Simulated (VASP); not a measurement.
Set up this calculation in VASP 6.6.1, as the native input.

* Task: single point
* Functional: PBEsol
* Potentials or basis: VASP PAW PBE potentials, release 64 (Ba_sv)
* Cutoff: 520 eV
* k mesh: 14 × 14 × 14
* Occupations: gaussian, width 0.15 eV
* Spin: no spin polarisation
* Dipole correction: no
* Further INCAR settings: ALGO = Fast; EDIFF = 1e-07; NBANDS = 11

The structure of Ba lies in POSCAR:

```
Ba
1.0
    0.4103114022      3.2155397677      3.2155397677
    3.2155397677      0.4103114022      3.2155397677
    3.2155397677      3.2155397677      0.4103114022
Ba
1
Direct
    0.0000000000      0.0000000000      0.0000000000
```

The input as run:

INCAR

```
ALGO = Fast ; EDIFF = 1E-7
ENCUT = 520 ; GGA = PS
ISIF = 2 ; ISMEAR = 0
LASPH = T ; LCHARG = F
LREAL = F ; LWAVE = F
NBANDS = 11 ; NELM = 80
PREC = Accurate ; SIGMA = 0.15
```

KPOINTS

```
k-points
0
Gamma
  14 14 14
```

Potentials or basis: VASP PAW PBE potentials, release 64 (Ba_sv).

Launch:

```sh
$ cat potpaw_PBE.64/Ba_sv/POTCAR > POTCAR
$ mpirun -np 1 vasp_std > vasp.out
```

It gave:

* Pressure: 1.1 GPa
* Band gap on the k mesh: zero (bands 5 and 6 overlap by 0.81 eV)

Caveat: the PAW data sets were made with another functional, which shifts forces and pressure a little; spin-orbit coupling is left out, which moves the levels of the heavy elements.

Wall time 3.5 min on 1 thread of Intel(R) Xeon(R) Platinum 8488C (Sapphire Rapids) (shared host), peak memory 0.33 GiB.
